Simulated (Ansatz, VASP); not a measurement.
## HfHS2: VASP beside Ansatz

File INCAR:

```
  PREC = Accurate
  ENCUT = 500
  EDIFF = 1E-7
  ISMEAR = 0
  SIGMA = 0.1
  LREAL = F
  LASPH = T
  NELM = 120
  ALGO = Normal
  ISIF = 3
  LWAVE = F
  LCHARG = F
  GGA = PE
  IVDW = 12
  IBRION = 2
  NSW = 90
  EDIFFG = -0.025
  GGA_COMPAT = F
  NELMIN = 4
```

The input KPOINTS:

```
regular mesh
0
Gamma
  12 12 8
```

Contents of POSCAR:

```
HfHS2
1.0
    3.6701873459      0.0000000000      0.0000000000
   -1.8350936729      3.1784754782      0.0000000000
    0.0000000000      0.0000000000      5.1904940110
Hf S H
1 2 1
Direct
    0.0000000000      1.0000000000      0.0000000000
    0.6666666667      0.3333333333      0.7280554657
    0.3333333333      0.6666666667      0.2719445343
    0.0000000000      0.0000000000      0.5000000000
```

Input for Ansatz:

```yaml
crystal:
  lattice:
    - [3.6701873459, 0.0, 0.0]
    - [-1.8350936729, 3.1784754782, 0.0]
    - [0.0, 0.0, 5.190494011]
  atoms:
    - { symbol: Hf, position: [0.0, 1.0, 0.0] }
    - { symbol: S, position: [0.6666666667, 0.3333333333, 0.7280554657] }
    - { symbol: S, position: [0.3333333333, 0.6666666667, 0.2719445343] }
    - { symbol: H, position: [0.0, 0.0, 0.5] }
basis:
  ecutwfc: 420
kpoints:
  mp_grid: { grid: [12, 12, 8] }
hamiltonian:
  xc: pbe
  dispersion: d3bj
scf:
  occupations: { method: gaussian, width: 0.1 }
output:
  forces: true
  stress: true
  eigenvalues: true
relax:
  adjacent_minimum: "off"
  f_tol: 0.025
  max_steps: 70
  cell: { stress_tol: 0.12 }
```

Alike in both runs: task relaxation of cell and atoms; functional PBE; dispersion D3(BJ); k mesh 12 × 12 × 8; occupations gaussian, width 0.1 eV; no spin polarisation.

```csv
,VASP,Ansatz
version,VASP 6.6.1,Ansatz 0.2.0
potentials or method,"VASP PAW PBE potentials, release 64 (Hf_pv, S, H), cutoff 500 eV","scalar-relativistic, plane waves, PAW"
valence electrons in the cell,23,39
```

VASP gave:

- gap on the k mesh at the Fermi level, each at its own relaxed structure (eV): none
- relaxed volume (Å³/atom): 14.94
- relaxed length of the cell vector where the two differ most in proportion (Å): 3.644

**Question.** Which values does Ansatz return?

**Answer.** gap on the k mesh at the Fermi level, each at its own relaxed structure (eV): none; relaxed volume (Å³/atom): 15.03; relaxed length of the cell vector where the two differ most in proportion (Å): 3.655.

A gap of «none» marks a metal or a gap that the smearing closes. VASP's potentials hold 23 valence electrons a cell and Ansatz's 39, so a difference there can come from the potentials and not from the codes.

Neither program's run includes spin-orbit coupling.
